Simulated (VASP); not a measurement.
Write the native input for VASP 6.6.1 that does the following.

```
Task                   : single point
Functional             : PBE
Potentials or basis    : VASP PAW PBE potentials, release 64 (Ga_d, P)
Cutoff                 : 520 eV
k mesh                 : 15 × 15 × 15
Occupations            : fermi-dirac, width 0.05 eV
Spin                   : no spin polarisation
Dipole correction      : no
Further INCAR settings : ALGO = Normal; EDIFF = 1e-06; NBANDS = 16
```

The structure of GaP (rocksalt type) lies in POSCAR:

```
GaP
1.0
    0.0000000000      2.5797587495      2.5797587495
    2.5797587495      0.0000000000      2.5797587495
    2.5797587495      2.5797587495      0.0000000000
Ga P
1 1
Direct
    0.0000000000      0.0000000000      0.0000000000
    0.5000000000      0.5000000000      0.5000000000
```

These files were run (other wordings do the same):

INCAR

```
PREC = Accurate ; ENCUT = 520
EDIFF = 1E-6 ; ISMEAR = -1
SIGMA = 0.05 ; LREAL = F
LASPH = T ; NELM = 80
ALGO = Normal ; ISIF = 2
LWAVE = F ; LCHARG = F
GGA = PE ; NBANDS = 16
```

KPOINTS

```
regular mesh
0
Gamma
  15 15 15
```

Potentials or basis: VASP PAW PBE potentials, release 64 (Ga_d, P).

Command:

```sh
$ cat potpaw_PBE.64/Ga_d/POTCAR potpaw_PBE.64/P/POTCAR > POTCAR
$ mpirun -np 1 vasp_std > vasp.out
```

Results of the run:

```json
{
 "Pressure": "0.1 GPa",
 "Band gap on the k mesh": "zero (band 9 reaches 6.93 eV, above the bottom of band 10 at 3.77 eV)"
}
```

Wall time 49 s on 1 thread of Intel(R) Xeon(R) Platinum 8375C CPU @ 2.90GHz (Ice Lake) (shared host), peak memory 0.2 GiB.
